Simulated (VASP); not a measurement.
# LiCl (I4/mmm) in VASP: further runs

LiCl is run at these levels: PBE, r2SCAN, HSE06; tasks: single point.

All numbers are computed with VASP 6.6.1; they aren't measurements. Logs are shortened: lines on timing, memory, paths and dates and some standing lists are left out, and cuts for length are marked.

## 1. The cell of the first run

Symmetry: I4/mmm, No. 139, tetragonal system. Conventional cell: a = 3.615 Å, b = 3.615 Å, c = 4.896 Å, α = 90.00°, β = 90.00°, γ = 90.00°. Within 3.2 Å of Li (site symmetry 4/mmm) lie 6 Cl at 2.45 to 2.56 Å. Cl (site symmetry 4/mmm) has 6 Li at 2.45 to 2.56 Å within 3.2 Å.

## 2. Single point, PBE (uniaxial y strain -4.2%)

INCAR reads:

```
PREC = Accurate ; ENCUT = 520
EDIFF = 1E-6 ; ISMEAR = -1
SIGMA = 0.02 ; LREAL = F
LASPH = T ; NELM = 80
ALGO = Normal ; ISIF = 2
LWAVE = F ; LCHARG = T
GGA = PE ; LELF = T
LVHAR = T ; NBANDS = 12
```

KPOINTS reads:

```
regular mesh
0
Gamma
  8 8 8
```

POSCAR reads:

```
LiCl
1.0
    0.0000000000      2.4481609426      2.5560252063
    2.5560252063      0.0000000000      2.5560252063
    2.5560252063      2.4481609426      0.0000000000
Li Cl
1 1
Direct
    0.0000000000      0.0000000000      0.0000000000
    0.5000000000      0.5000000000      0.5000000000
```

Potentials or basis: VASP PAW PBE potentials, release 64 (Li_sv, Cl).

Launch:

```bash
> cat potpaw_PBE.64/Li_sv/POTCAR potpaw_PBE.64/Cl/POTCAR > POTCAR
> mpirun -np 1 vasp_std > vasp.out
```

OUTCAR:

```text
PREC = Accurate
   ENCUT = 520
   EDIFF = 1E-6
   ISMEAR = -1
   LREAL = F
   LASPH = T
   NELM = 80
   ISIF = 2
   GGA = PE

 ion  position               nearest neighbor table
   1  0.000  0.000  0.000-   2 2.45   2 2.45   2 2.56   2 2.56   2 2.56   2 2.56
   2  0.500  0.500  0.500-   1 2.45   1 2.45   1 2.56   1 2.56   1 2.56   1 2.56

  LATTYP: Found a body centered tetragonal cell.
 ALAT       =     3.6147655125
 C/A-ratio  =     1.3545337500

  Lattice vectors:

 A1 = (   0.0000000000,  -2.4481609426,   2.5560252063)
 A2 = (   0.0000000000,  -2.4481609426,  -2.5560252063)
 A3 = (   2.5560252063,   2.4481609426,   0.0000000000)

Analysis of symmetry for initial positions (statically):
=====================================================================
 Subroutine PRICEL returns:
 Original cell was already a primitive cell.

 Routine SETGRP: Setting up the symmetry group for a
 body centered tetragonal supercell.

 Subroutine GETGRP returns: Found 16 space group operations
 (whereof 16 operations were pure point group operations)
 out of a pool of 16 trial point group operations.

The static configuration has the point symmetry D_4h.

Analysis of symmetry for dynamics (positions and initial velocities):
=====================================================================
 Subroutine PRICEL returns:
 Original cell was already a primitive cell.

 Routine SETGRP: Setting up the symmetry group for a
 body centered tetragonal supercell.

 Subroutine GETGRP returns: Found 16 space group operations
 (whereof 16 operations were pure point group operations)
 out of a pool of 16 trial point group operations.

The dynamic configuration has the point symmetry D_4h.

 Subroutine INISYM returns: Found 16 space group operations
 (whereof 16 operations are pure point group operations),
 and found     1 'primitive' translations

----------------------------------------------------------------------------------------

                                     Primitive cell

  volume of cell :      31.9890

  direct lattice vectors                    reciprocal lattice vectors
     0.000000000  2.448160943  2.556025206    -0.195616224  0.204234939  0.195616224
     2.556025206  0.000000000  2.556025206     0.195616224 -0.204234939  0.195616224
     2.556025206  2.448160943  0.000000000     0.195616224  0.204234939 -0.195616224

  length of vectors
     3.539315874  3.614765513  3.539315874     0.343865271  0.343865271  0.343865271

  position of ions in fractional coordinates (direct lattice)
     0.000000000  0.000000000  0.000000000
     0.500000000  0.500000000  0.500000000
[... 89 lines left out ...]
   NUPDOWN=      -1.0000    fix difference up-down
   EMIN   =  10.00;   EMAX   =-10.00  energy-range for DOS
   EFERMI =   0.00;   METHOD = LEGACY
   ISMEAR =    -1;   SIGMA  =   0.02  broadening in eV -4-tet -1-fermi 0-gaus
   EFERMI_NEDOS =   21; number of points for ismear=-14 and -15
   IALGO  =     38    algorithm
   IMIX   =      4    mixing-type and parameters
     AMIX     =   0.40;   BMIX     =  1.00
     AMIX_MAG =   1.60;   BMIX_MAG =  1.00
  volume/ion in A,a.u.               =      15.99       107.94
  Fermi-wavevector in a.u.,A,eV,Ry     =   1.111070  2.099618 16.796073  1.234477
  Thomas-Fermi vector in A             =   2.247629
   LORBIT       =      0    0 simple, 1 ext, 2 COOP (PROOUT), +10 PAW based schemes
   GGA     = PE    functional components
   LHFCALC =     F    Hartree Fock is set to
   AEXX    =    0.0000 exact exchange contribution
   IVDW    =     0    specifies the selected vdW correction
   LEPSILON=     F    determine dielectric tensor
   LRPA    =     F    only Hartree local field effects (RPA)
 non-spin polarized calculation
  energy-cutoff  :      520.00
  volume of cell :       31.99
 maximum number of plane-waves:       881
 NGX is ok and might be reduce to    28
   NGX = 13   NGY = 13   NGZ = 13

 number of electron      10.0000000 magnetization

 number of electron       9.9999994 magnetization

 Free energy of the ion-electron system (eV)
  ---------------------------------------------------
  ext. energy  EPLUGINS =         0.00000000
  ---------------------------------------------------
  free energy    TOTEN  =        -7.36521231 eV

  energy without entropy =       -7.36521231  energy(sigma->0) =       -7.36521231

 E-fermi :   1.5190     XC(G=0):  -8.9606

 val. band max:        1.0340510625   @ k =   0.0000   0.0000   0.0000
 cond. band min:       7.6492165652   @ k =   0.0000   0.0000   0.0000
 fundamental gap:      6.6151655027
 Fermi energy:         1.5189745100

 k-point     1 :       0.0000    0.0000    0.0000
  band No.  band energies     occupation
      1     -42.4383      2.00000
      2     -12.6019      2.00000
      3       0.8942      2.00000
      4       1.0341      2.00000
      5       1.0341      2.00000
      6       7.6492      0.00000
      7      12.8560      0.00000
      8      12.8560      0.00000
      9      13.2408      0.00000
     10      15.4186      0.00000
     11      15.5454      0.00000
     12      15.5454      0.00000
[... 331 lines left out ...]
 k-point    24 :       0.3750    0.0000    0.1250
  band No.  band energies     occupation
      1     -42.4351      2.00000
      2     -12.0664      2.00000
      3      -1.3972      2.00000
      4       0.4738      2.00000
      5       0.5345      2.00000
      6       8.7822      0.00000
      7      10.7869      0.00000
      8      11.5148      0.00000
      9      12.2626      0.00000
     10      15.3154      0.00000
     11      17.6841      0.00000
     12      18.5992      0.00000

 [... further k-points ...]

------------------------ aborting loop because EDIFF is reached ----------------------------------------

  FORCE on cell =-STRESS in cart. coord.  units (eV):
  Direction    XX          YY          ZZ          XY          YZ          ZX
  --------------------------------------------------------------------------------------
  -------------------------------------------------------------------------------------
  Total        0.3439951      0.7672679      0.3439951     -0.0000000      0.0000000      0.0000000
  in kB       17.2291006     38.4288493     17.2291006     -0.0000000      0.0000000      0.0000000
  external PRESSURE =      24.2956835 kB  Pullay stress =       0.0000000 kB

 VOLUME and BASIS-vectors are now :
 -----------------------------------------------------------------------------
  energy-cutoff  :      520.00
  volume of cell :       31.99
      direct lattice vectors                 reciprocal lattice vectors
     0.000000000  2.448160943  2.556025206    -0.195616224  0.204234939  0.195616224
     2.556025206  0.000000000  2.556025206     0.195616224 -0.204234939  0.195616224
     2.556025206  2.448160943  0.000000000     0.195616224  0.204234939 -0.195616224

 POSITION                                       TOTAL-FORCE (eV/Angst)
 -----------------------------------------------------------------------------------
      0.00000      0.00000      0.00000        -0.000000      0.000000      0.000000
      2.55603      2.44816      2.55603         0.000000      0.000000     -0.000000
 -----------------------------------------------------------------------------------
    total drift:                                0.000000      0.000000      0.000000

  FREE ENERGIE OF THE ION-ELECTRON SYSTEM (eV)
  ---------------------------------------------------
  free  energy   TOTEN  =        -7.3652123118 eV

  energy  without entropy=       -7.3652123118  energy(sigma->0) =       -7.36521231
```

stdout:

```text
POSCAR found type information on POSCAR LiCl
 POSCAR found :  2 types and       2 ions
 scaLAPACK will be used
 LDA part: xc-table for (Slater+PW92), standard interpolation
 POSCAR, INCAR and KPOINTS ok, starting setup
 FFT: planning ... GRIDC
 FFT: planning ... GRID_SOFT
 FFT: planning ... GRID
 WAVECAR not read
 entering main loop
```

It took 39 s on 1 thread of Oxide Virtual Turin-like, shared host; peak memory 0.12 GiB.

What came out:

```yaml
Free_energy: -7.3652 eV
Band_gap_on_the_k_mesh: 6.62 eV, direct
```

Caveat: the cell differs from its parent crystal (uniaxial y strain -4.2%); the cutoff is under 1.25 times the usual one of these potentials, so pressure, stress and relaxed cells hold a basis-set (Pulay) error.

## 3. Single point, r2SCAN (uniaxial y strain -4.2%)

POSCAR is that of step 2.

INCAR.step1 reads:

```
SYSTEM = LiCl
PREC = Accurate
ENCUT = 520
ISMEAR = 0
SIGMA = 0.01
LREAL = .FALSE.
LASPH = .TRUE.
NELM = 100
NBANDS = 12
GGA = PE
ALGO = Normal
EDIFF = 1E-4
LWAVE = .TRUE.
LCHARG = .FALSE.
```

INCAR.step2 reads:

```
SYSTEM = LiCl
PREC = Accurate
ENCUT = 520
EDIFF = 1E-6
ISMEAR = 0
SIGMA = 0.01
LREAL = .FALSE.
LASPH = .TRUE.
NELM = 100
ALGO = Normal
ISIF = 2
LWAVE = .FALSE.
LCHARG = .FALSE.
METAGGA = R2SCAN
LMIXTAU = .TRUE.
NBANDS = 12
ISTART = 1
```

KPOINTS reads:

```
regular mesh
0
G
  8 8 8
  0 0 0
```

Potentials or basis: VASP PAW PBE potentials, release 64 (Li_sv, Cl).

Launch:

```bash
> cat potpaw_PBE.64/Li_sv/POTCAR potpaw_PBE.64/Cl/POTCAR > POTCAR
> cp INCAR.step1 INCAR
> mpirun -np 1 vasp_std > vasp.out
> cp INCAR.step2 INCAR
> mpirun -np 1 vasp_std > vasp.out
```

Run time: 2.7 min. Hardware: 1 thread of Oxide Virtual Turin-like, shared host; peak memory 0.13 GiB.

Results (log left out):

* Free energy: -12.5780 eV
* Band gap on the k mesh: 7.54 eV, indirect (least direct gap 7.61 eV)

Levels at points of the mesh, in eV from the valence-band top:
```tsv
k point	band 3	band 4	band 5	band 6	band 7	band 8
(0.00, 0.00, 0.00)	-0.14	0.00	0.00	7.61	12.54	12.54
(0.50, 0.00, 0.00)	-3.11	-0.40	-0.28	7.54	10.10	10.51
(0.50, 0.50, 0.00)	-3.24	-1.38	-1.07	8.89	8.92	13.82
(0.50, 0.00, 0.50)	-3.23	-1.37	-1.37	8.66	8.81	14.48
```

Caveat: the cell differs from its parent crystal (uniaxial y strain -4.2%); the cutoff is under 1.25 times the usual one of these potentials, so pressure, stress and relaxed cells hold a basis-set (Pulay) error; the PAW data sets were made with another functional, which shifts forces and pressure a little. A k mesh can miss the band edges.

## 4. Single point, HSE06 (uniaxial y strain -4.2%)

POSCAR is that of step 3.

INCAR.step1 reads:

```
SYSTEM = LiCl
PREC = Accurate
ENCUT = 520
EDIFF = 1E-5
ISMEAR = 0
SIGMA = 0.01
LREAL = .FALSE.
LASPH = .TRUE.
NELM = 80
ALGO = Normal
ISIF = 2
LWAVE = .TRUE.
LCHARG = .FALSE.
GGA = PE
NBANDS = 12
```

INCAR.step2 reads:

```
SYSTEM = LiCl
PREC = Accurate
ENCUT = 520
EDIFF = 1E-6
ISMEAR = 0
SIGMA = 0.01
LREAL = .FALSE.
LASPH = .TRUE.
NELM = 80
ALGO = Normal
ISIF = 2
LWAVE = .FALSE.
LCHARG = .FALSE.
GGA = PE
LHFCALC = .TRUE.
HFSCREEN = 0.2079
PRECFOCK = Normal
ISTART = 1
NBANDS = 12
```

KPOINTS reads:

```
regular mesh
0
G
  6 6 6
  0 0 0
```

Potentials or basis: VASP PAW PBE potentials, release 64 (Li_sv, Cl).

Launch:

```bash
> cat potpaw_PBE.64/Li_sv/POTCAR potpaw_PBE.64/Cl/POTCAR > POTCAR
> cp INCAR.step1 INCAR
> mpirun -np 1 vasp_std > vasp.out
> cp INCAR.step2 INCAR
> mpirun -np 1 vasp_std > vasp.out
```

OUTCAR:

```text
SYSTEM = LiCl
   PREC = Accurate
   ENCUT = 520
   EDIFF = 1E-6
   ISMEAR = 0
   LREAL = .FALSE.
   LASPH = .TRUE.
   NELM = 80
   ISIF = 2
   GGA = PE
   LHFCALC = .TRUE.
   HFSCREEN = 0.2079
   PRECFOCK = Normal
   ISTART = 1

 ion  position               nearest neighbor table
   1  0.000  0.000  0.000-   2 2.45   2 2.45   2 2.56   2 2.56   2 2.56   2 2.56
   2  0.500  0.500  0.500-   1 2.45   1 2.45   1 2.56   1 2.56   1 2.56   1 2.56

  LATTYP: Found a body centered tetragonal cell.
 ALAT       =     3.6147655125
 C/A-ratio  =     1.3545337500

  Lattice vectors:

 A1 = (   0.0000000000,  -2.4481609426,   2.5560252063)
 A2 = (   0.0000000000,  -2.4481609426,  -2.5560252063)
 A3 = (   2.5560252063,   2.4481609426,   0.0000000000)

Analysis of symmetry for initial positions (statically):
=====================================================================
 Subroutine PRICEL returns:
 Original cell was already a primitive cell.

 Routine SETGRP: Setting up the symmetry group for a
 body centered tetragonal supercell.

 Subroutine GETGRP returns: Found 16 space group operations
 (whereof 16 operations were pure point group operations)
 out of a pool of 16 trial point group operations.

The static configuration has the point symmetry D_4h.

Analysis of symmetry for dynamics (positions and initial velocities):
=====================================================================
 Subroutine PRICEL returns:
 Original cell was already a primitive cell.

 Routine SETGRP: Setting up the symmetry group for a
 body centered tetragonal supercell.

 Subroutine GETGRP returns: Found 16 space group operations
 (whereof 16 operations were pure point group operations)
 out of a pool of 16 trial point group operations.

The dynamic configuration has the point symmetry D_4h.

 Subroutine INISYM returns: Found 16 space group operations
 (whereof 16 operations are pure point group operations),
 and found     1 'primitive' translations

[... 123 lines left out ...]
   NKREDX  =     1    reduce k-point grid by
   NKREDY  =     1    reduce k-point grid by
   NKREDZ  =     1    reduce k-point grid by
   AEXX    =    0.2500 exact exchange contribution
   HFSCREEN=    0.2079 screening length (either q_TF or 0.3 A-1)
   HFSCREENC=   0.2079 screening length for correlation (either q_TF or 0.3 A-1)
   ENCUTFOCK=  -1.0 apply spherical cutoff to Coloumb kernel
   IVDW    =     0    specifies the selected vdW correction
   LEPSILON=     F    determine dielectric tensor
   LRPA    =     F    only Hartree local field effects (RPA)
 non-spin polarized calculation
 Gauss-broadening in eV      SIGMA  =   0.01
  energy-cutoff  :      520.00
  volume of cell :       31.99
 maximum number of plane-waves:       879
 NGX is ok and might be reduce to    28
  NGX = 20; NGY = 24; NGZ = 20

 number of electron       9.9999994 magnetization

 Free energy of the ion-electron system (eV)
  ---------------------------------------------------
  ext. energy  EPLUGINS =         0.00000000
  ---------------------------------------------------
  free energy    TOTEN  =        -8.44630626 eV

  energy without entropy =       -8.44630626  energy(sigma->0) =       -8.44630626

 E-fermi :   0.1900     XC(G=0):  -7.4438

 val. band max:        0.0758429551   @ k =   0.0000   0.0000   0.0000
 cond. band min:       8.0955930862   @ k =   0.0000   0.0000   0.0000
 fundamental gap:      8.0197501311
 Fermi energy:         0.1900108568

 k-point     1 :       0.0000    0.0000    0.0000
  band No.  band energies     occupation
      1     -46.1513      2.00000
      2     -14.8455      2.00000
      3      -0.0734      2.00000
      4       0.0758      2.00000
      5       0.0758      2.00000
      6       8.0956      0.00000
      7      13.4272      0.00000
      8      13.4272      0.00000
      9      13.8205      0.00000
     10      16.1627      0.00000
     11      16.2784      0.00000
     12      16.2785      0.00000
[... 331 lines left out ...]
 k-point    24 :       0.5000   -0.3333    0.1667
  band No.  band energies     occupation
      1     -46.1457      2.00000
      2     -13.8481      2.00000
      3      -2.9504      2.00000
      4      -1.9819      2.00000
      5      -1.0957      2.00000
      6      10.4344      0.00000
      7      11.0189      0.00000
      8      12.9874      0.00000
      9      13.1858      0.00000
     10      17.6168      0.00000
     11      19.0668      0.00000
     12      21.1679      0.00000

 [... further k-points ...]
[... 5 lines left out ...]
  --------------------------------------------------------------------------------------
  -------------------------------------------------------------------------------------
  Total        0.2045223      0.6179313      0.2045223      0.0000000      0.0000000      0.0000000
  in kB       10.2435634     30.9492794     10.2435634      0.0000000      0.0000000      0.0000000
  external PRESSURE =      17.1454687 kB  Pullay stress =       0.0000000 kB

 VOLUME and BASIS-vectors are now :
 -----------------------------------------------------------------------------
  energy-cutoff  :      520.00
  volume of cell :       31.99
      direct lattice vectors                 reciprocal lattice vectors
     0.000000000  2.448160943  2.556025206    -0.195616224  0.204234939  0.195616224
     2.556025206  0.000000000  2.556025206     0.195616224 -0.204234939  0.195616224
     2.556025206  2.448160943  0.000000000     0.195616224  0.204234939 -0.195616224

 POSITION                                       TOTAL-FORCE (eV/Angst)
 -----------------------------------------------------------------------------------
      0.00000      0.00000      0.00000         0.000000      0.000000      0.000000
      2.55603      2.44816      2.55603         0.000000     -0.000000      0.000000
 -----------------------------------------------------------------------------------
    total drift:                               -0.000000      0.000000      0.000000

  FREE ENERGIE OF THE ION-ELECTRON SYSTEM (eV)
  ---------------------------------------------------
  free  energy   TOTEN  =        -8.4463062589 eV

  energy  without entropy=       -8.4463062589  energy(sigma->0) =       -8.44630626
```

OUTCAR.step1:

```text
SYSTEM = LiCl
   PREC = Accurate
   ENCUT = 520
   EDIFF = 1E-5
   ISMEAR = 0
   LREAL = .FALSE.
   LASPH = .TRUE.
[... 585 lines left out ...]
      0.00000      0.00000      0.00000         0.000000      0.000000     -0.000000
      2.55603      2.44816      2.55603         0.000000     -0.000000      0.000000
 -----------------------------------------------------------------------------------
    total drift:                                0.000000      0.000000      0.000000

  FREE ENERGIE OF THE ION-ELECTRON SYSTEM (eV)
  ---------------------------------------------------
  free  energy   TOTEN  =        -7.3650450729 eV

  energy  without entropy=       -7.3650450729  energy(sigma->0) =       -7.36504507
```

It took 29 min on 1 thread of Oxide Virtual Turin-like, shared host; peak memory 0.23 GiB.

What came out:

```
Free energy            : -8.4463 eV
Band gap on the k mesh : 8.02 eV, direct
```

Levels at points of the mesh, in eV from the valence-band top:
```tsv
k point	band 3	band 4	band 5	band 6	band 7	band 8
(0.00, 0.00, 0.00)	-0.15	0.00	0.00	8.02	13.35	13.35
(0.50, 0.00, 0.00)	-3.33	-0.42	-0.29	8.13	10.79	11.20
(0.50, 0.50, 0.00)	-3.43	-1.46	-1.13	9.43	9.58	14.38
(0.50, 0.00, 0.50)	-3.42	-1.45	-1.45	9.33	9.35	15.04
```

Caveat: the cell differs from its parent crystal (uniaxial y strain -4.2%); the cutoff is under 1.25 times the usual one of these potentials, so pressure, stress and relaxed cells hold a basis-set (Pulay) error; the PAW data sets were made with another functional, which shifts forces and pressure a little. A k mesh can miss the band edges.

## 5. Overview

| level | k mesh | smearing | grid for exact exchange (PRECFOCK) | screening parameter | gap on the mesh (eV) |
| --- | --- | --- | --- | --- | --- |
| PBE | 8 × 8 × 8 | fermi-dirac 0.02 eV | - | - | 6.62 |
| r2SCAN | 8 × 8 × 8 | gaussian 0.01 eV | - | - | 7.54 |
| HSE06 | 6 × 6 × 6 | gaussian 0.01 eV | Normal | 0.2079 1/Å | 8.02 |

Alike in all rows: task single point; potentials or basis VASP PAW PBE potentials, release 64 (Li_sv, Cl); no spin polarisation; cell as given; cutoff (eV) 520.

Caveats: the cutoff is under 1.25 times the usual one of these potentials, so pressure, stress and relaxed cells hold a basis-set (Pulay) error; the PAW data sets were made with another functional, which shifts forces and pressure a little (some runs).

Absolute energies hang on the potentials; compare differences alone.
